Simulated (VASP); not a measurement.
The system is GaN.

```
Ga N
1.0
     0.00000    2.10852    2.10852
     2.10852    0.00000    2.10852
     2.10852    2.10852    0.00000
Ga N
1 1
Cartesian
  2.1085 2.1085 2.1085
  0.0000 0.0000 0.0000
```

Base run:

```yaml
Program: VASP 6.6.1
Functional: PBE
Potentials_or_basis: VASP PAW PBE potentials, release 64 (Ga_d, N)
Cutoff: 520 eV
k_mesh: 8 × 8 × 8
Occupations: gaussian, width 0.01 eV
Spin: no spin polarisation
```

Its results: band gap on the k mesh 0.65 eV, indirect (least direct gap 2.83 eV); pressure 9.1 GPa.

Problem. The run is repeated on the same cell with these changes: cutoff from 520 eV to 600 eV; k mesh from 8 × 8 × 8 to 5 × 5 × 5. What comes out?

Solution. Band gap on the k mesh 1.36 eV, indirect (least direct gap 2.82 eV); pressure 8.6 GPa.

Caveats: some runs use coarse meshes.

A k mesh can miss the band edges.
